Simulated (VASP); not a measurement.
## HfB: vibrations by perturbation theory with PBEsol

The system is HfB.

```xyz
2
Lattice="0.0000 2.3100 2.3100 2.3100 0.0000 2.3100 2.3100 2.3100 0.0000" Properties=species:S:1:pos:R:3 pbc="T T T"
Hf    2.3100    2.3100    2.3100
B     0.0000    0.0000    0.0000
```

| Quantity | Value |
| --- | --- |
| Program | VASP 6.6.1 |
| Task | vibrations by perturbation theory |
| Functional | PBEsol |
| Potentials or basis | VASP PAW PBE potentials, release 64 (Hf_pv, B) |
| Cutoff | 520 eV |
| k mesh | 8 × 8 × 8 |
| Occupations | fermi-dirac, width 0.05 eV |
| Spin | no spin polarisation |
| Dipole correction | no |
| Further INCAR settings | ALGO = Normal; EDIFF = 1e-08; NBANDS = 14; IBRION = 8; NSW = 1 |

- Highest phonon frequency at Γ, LO-TO splitting left out: 533 cm⁻¹

Phonon frequencies in cm⁻¹ (negative: imaginary):
| q point | frequencies |
| --- | --- |
| (0.000, 0.000, 0.000) | 0 0 0 533 533 533 |

Wall time 100 s on 1 thread of AMD EPYC 7R43 64-Core Processor (Zen 3), on a shared host, peak memory 0.16 GiB.

Caveat: the cell wasn't relaxed at this level first, which shifts response properties.
